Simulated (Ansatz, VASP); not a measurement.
Two plane-wave programs on BP

INCAR

```
PREC = Accurate
ENCUT = 500
EDIFF = 1E-6
ISMEAR = 0
SIGMA = 0.1
LREAL = False
LASPH = True
NELM = 120
ALGO = Normal
ISIF = 2
LWAVE = False
LCHARG = False
GGA = PS
NBANDS = 11
GGA_COMPAT = False
```

Contents of KPOINTS:

```
Automatic mesh
0
Gamma
  8 8 8
```

File POSCAR:

```
BP
1.0
    0.0000000000      2.2600000000      2.2600000000
    2.2600000000      0.0000000000      2.2600000000
    2.2600000000      2.2600000000      0.0000000000
B P
1 1
Direct
    0.0000000000      0.0000000000      0.0000000000
    0.2500000000      0.2500000000      0.2500000000
```

Input for Ansatz:

```yaml
crystal:
  lattice:
    - [0.0, 2.26, 2.26]
    - [2.26, 0.0, 2.26]
    - [2.26, 2.26, 0.0]
  atoms:
    - { symbol: B, position: [0.0, 0.0, 0.0] }
    - { symbol: P, position: [0.25, 0.25, 0.25] }
basis:
  ecutwfc: 420
kpoints:
  mp_grid: { grid: [8, 8, 8] }
hamiltonian:
  xc: pbesol
  pseudopotentials: { kind: paw, azcp: { folder: soft_1 } }
scf:
  occupations: { method: gaussian, width: 0.1 }
output:
  forces: true
  stress: true
  eigenvalues: true
```

Alike in both runs: task single point; functional PBEsol; k mesh 8 × 8 × 8; occupations gaussian, width 0.1 eV; no spin polarisation.

|  | VASP | Ansatz |
| --- | --- | --- |
| version | VASP 6.6.1 | Ansatz 0.2.0 |
| potentials or method | VASP PAW PBE potentials, release 64 (B, P), cutoff 500 eV | scalar-relativistic, plane waves, PAW |
| valence electrons in the cell | 8 | 8 |

|  | VASP | Ansatz | Ansatz less VASP |
| --- | --- | --- | --- |
| gap on the k mesh at the Fermi level (eV) | 1.15 | 1.15 | +0.004 |
| least direct gap on the mesh (eV) | 3.37 | 3.38 | +0.006 |
| pressure (GPa) | 0.1 | 0.0 | -0.11 |

VASP's potentials were made for PBE, not for PBEsol, and Ansatz warns of the same on its side.
